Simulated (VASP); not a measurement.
Set up this calculation in VASP 6.6.1, as the native input.

```
Task                   : single point
Functional             : LDA
Potentials or basis    : VASP PAW LDA potentials, release 64 (Pt)
Cutoff                 : 520 eV
k mesh                 : 14 × 14 × 14
Occupations            : methfessel-paxton, width 0.2 eV
Spin                   : no spin polarisation
Dipole correction      : no
Further INCAR settings : ALGO = Normal; EDIFF = 1e-06; NBANDS = 11
```

The structure of Pt lies in POSCAR:

```
Pt
1.0
    0.0000000000      1.9474302061      1.9474302061
    1.9474302061      0.0000000000      1.9474302061
    1.9474302061      1.9474302061      0.0000000000
Pt
1
Direct
    0.0000000000      0.0000000000      0.0000000000
```

One way to write it, as run:

INCAR

```
SYSTEM = Pt
PREC     = Accurate       ! precision mode
ENCUT    = 520            ! plane-wave cutoff, eV
EDIFF    = 1E-6           ! SCF threshold, eV
ISMEAR   = 1              ! smearing method
SIGMA    = 0.2            ! smearing width, eV
LREAL    = .False.        ! projectors in reciprocal space
LASPH    = .True.         ! aspherical terms in the spheres
NELM     = 80             ! most SCF steps
ALGO     = Normal         ! electronic algorithm
ISIF     = 2              ! what is computed and relaxed
LWAVE    = .False.        ! write WAVECAR
LCHARG   = .False.        ! write CHGCAR
NBANDS   = 11             ! bands
```

KPOINTS

```
regular mesh
0
Gamma
  14 14 14
  0 0 0
```

Potentials or basis: VASP PAW LDA potentials, release 64 (Pt).

The run is started by

```console
$ cat potpaw_LDA.64/Pt/POTCAR > POTCAR
$ mpirun -np 1 vasp_std > vasp.out
```

Results of the run:

| Quantity | Value |
| --- | --- |
| Pressure | 0.3 GPa |
| Band gap on the k mesh | zero (band 5 reaches 12.06 eV, above the bottom of band 6 at 9.75 eV) |

Caveat: spin-orbit coupling is left out, which moves the levels of the heavy elements.

Wall time 5.3 s on 1 thread of Intel(R) Xeon(R) 6975P-C (Granite Rapids) (shared host), peak memory 0.13 GiB.
